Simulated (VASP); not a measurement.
Set up this calculation in VASP 6.6.1, as the native input.

```yaml
Task: single point
Functional: PBE
Potentials_or_basis: VASP PAW PBE potentials, release 64 (Mg, O)
Cutoff: 520 eV
k_mesh: 9 × 9 × 6
Occupations: gaussian, width 0.05 eV
Spin: no spin polarisation
Dipole_correction: no
Further_INCAR_settings: ALGO = Normal; EDIFF = 1e-07; NBANDS = 16
```

The structure of MgO lies in POSCAR:

```
MgO
1.0
    3.3805000000      0.0000000000      0.0000000000
   -1.6902500000      2.9275988775      0.0000000000
    0.0000000000      0.0000000000      4.1970000000
Mg O
2 2
Direct
    0.6666666667      0.3333333333      0.7500000000
    0.3333333333      0.6666666667      0.2500000000
    0.6666666667      0.3333333333      0.2500000000
    0.3333333333      0.6666666667      0.7500000000
```

These files were run (other wordings do the same):

INCAR

```
PREC     = Accurate       # precision mode
ENCUT    = 520            # plane-wave cutoff, eV
EDIFF    = 1E-7           # SCF threshold, eV
ISMEAR   = 0              # smearing method
SIGMA    = 0.05           # smearing width, eV
LREAL    = False          # projectors in reciprocal space
LASPH    = True           # aspherical terms in the spheres
NELM     = 80             # most SCF steps
ALGO     = Normal         # electronic algorithm
ISIF     = 2              # what is computed and relaxed
LWAVE    = False          # write WAVECAR
LCHARG   = True           # write CHGCAR
GGA      = PE             # functional
LELF     = True           # ELF
LVHAR    = True         
NBANDS   = 16             # bands
```

KPOINTS

```
Automatic mesh
0
Gamma
  9 9 6
```

Potentials or basis: VASP PAW PBE potentials, release 64 (Mg, O).

Run with:

```console
$ cat potpaw_PBE.64/Mg/POTCAR potpaw_PBE.64/O/POTCAR > POTCAR
$ mpirun -np 1 vasp_std > vasp.out
```

Results of the run:

```json
{"Pressure": "13.3 GPa", "Band gap on the k mesh": "3.71 eV, direct"}
```

It took 14 s on 1 thread of Intel(R) Xeon(R) 6975P-C (Granite Rapids), with other jobs on the host, peak memory 0.17 GiB.
